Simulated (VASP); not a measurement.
Write the native input for VASP 6.6.1 that does the following.

```yaml
Task: single point
Functional: PBE
Potentials_or_basis: VASP PAW PBE potentials, release 64 (Ti_sv, Si, Te)
Cutoff: 520 eV
k_mesh: 4 × 4 × 4
Occupations: gaussian, width 0.1 eV
Spin: collinear spin
Starting_moments: "[1.0, 0.0, 0.0, 0.0, 0.0, 0.0] μB"
Dipole_correction: no
Further_INCAR_settings: ALGO = Normal; EDIFF = 1e-06; NBANDS = 33
```

The structure of TiSiTe4 lies in POSCAR:

```
TiSiTe4
1.0
    0.0000000000      4.3974706832      4.3974706832
    4.3974706832      0.0000000000      4.3974706832
    4.3974706832      4.3974706832      0.0000000000
Ti Si Te
1 1 4
Direct
    0.2500000000      0.2500000000      0.2500000000
    0.0000000000      0.0000000000      0.0000000000
    0.6243811843      0.6243811843      0.6243811843
    0.6243811843      0.6243811843      0.1268564470
    0.6243811843      0.1268564470      0.6243811843
    0.1268564470      0.6243811843      0.6243811843
```

The cell was built from a structure type or drawn by symmetry, and may not be a known phase.

The input as run:

INCAR

```
PREC = Accurate
ENCUT = 520
EDIFF = 1E-6
ISMEAR = 0
SIGMA = 0.1
LREAL = False
LASPH = True
NELM = 150
ALGO = Normal
ISIF = 2
LWAVE = False
LCHARG = False
ISPIN = 2
MAGMOM = 1 0 0 0 0 0
LORBIT = 11
LMAXMIX = 4
GGA = PE
NBANDS = 33
```

KPOINTS

```
Automatic mesh
0
Gamma
  4 4 4
```

Potentials or basis: VASP PAW PBE potentials, release 64 (Ti_sv, Si, Te).

Launch:

```bash
$ cat potpaw_PBE.64/Ti_sv/POTCAR potpaw_PBE.64/Si/POTCAR potpaw_PBE.64/Te/POTCAR > POTCAR
$ mpirun -np 1 vasp_std > vasp.out
```

Results of the run:

```yaml
Pressure: -0.4 GPa
Largest_force: 0.006 eV/Å
Band_gap_on_the_k_mesh: zero (filled and empty bands overlap)
Net_moment: 0.01 μB per cell
Valence_electrons_inside_the_program's_atomic_spheres: Ti 9.95; Si 1.47; Te 3.29
```

Caveat: spin-orbit coupling is left out, which moves the levels of the heavy elements.

Run time: 2.4 min on 1 thread of Intel(R) Xeon(R) Platinum 8488C (Sapphire Rapids), on a shared host, peak memory 0.44 GiB.
